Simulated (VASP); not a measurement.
Here is a VASP 6.6.1 calculation.

POSCAR

```
Cr
1.0
    2.8850000000      0.0000000000      0.0000000000
    0.0000000000      2.8850000000      0.0000000000
    0.0000000000      0.0000000000      2.8850000000
Cr
2
Direct
    0.0000000000      0.0000000000      0.0000000000
    0.5000000000      0.5000000000      0.5000000000
```

Contents of INCAR.step1:

```
  ALGO = Normal
  EDIFF = 1E-4
  ENCUT = 520
  GGA = PE
  ISMEAR = 0
  ISPIN = 2
  LASPH = True
  LCHARG = False
  LMAXMIX = 4
  LREAL = False
  LWAVE = True
  MAGMOM = 1.5 -1.5
  NBANDS = 23
  NELM = 150
  PREC = Accurate
  SIGMA = 0.1
```

Contents of INCAR.step2:

```
  ALGO = Normal
  EDIFF = 1E-6
  ENCUT = 520
  ISIF = 2
  ISMEAR = 0
  ISPIN = 2
  ISTART = 1
  LASPH = True
  LCHARG = True
  LELF = True
  LMAXMIX = 4
  LMIXTAU = True
  LORBIT = 11
  LREAL = False
  LVHAR = True
  LWAVE = False
  MAGMOM = 1.5 -1.5
  METAGGA = R2SCAN
  NBANDS = 23
  NELM = 150
  PREC = Accurate
  SIGMA = 0.1
```

KPOINTS

```
k-points
0
Gamma
  14 14 14
```

Potentials or basis: VASP PAW PBE potentials, release 64 (Cr_pv).

Run with:

```console
$ cat potpaw_PBE.64/Cr_pv/POTCAR > POTCAR
$ cp INCAR.step1 INCAR
$ mpirun -np 1 vasp_std > vasp.out
$ cp INCAR.step2 INCAR
$ mpirun -np 1 vasp_std > vasp.out
```

(1) Estimate the site moments.

(2) Predict the band gap on the k mesh.

Answers

(1) Cr +2.34, -2.34 μB.

(2) zero (filled and empty bands overlap).
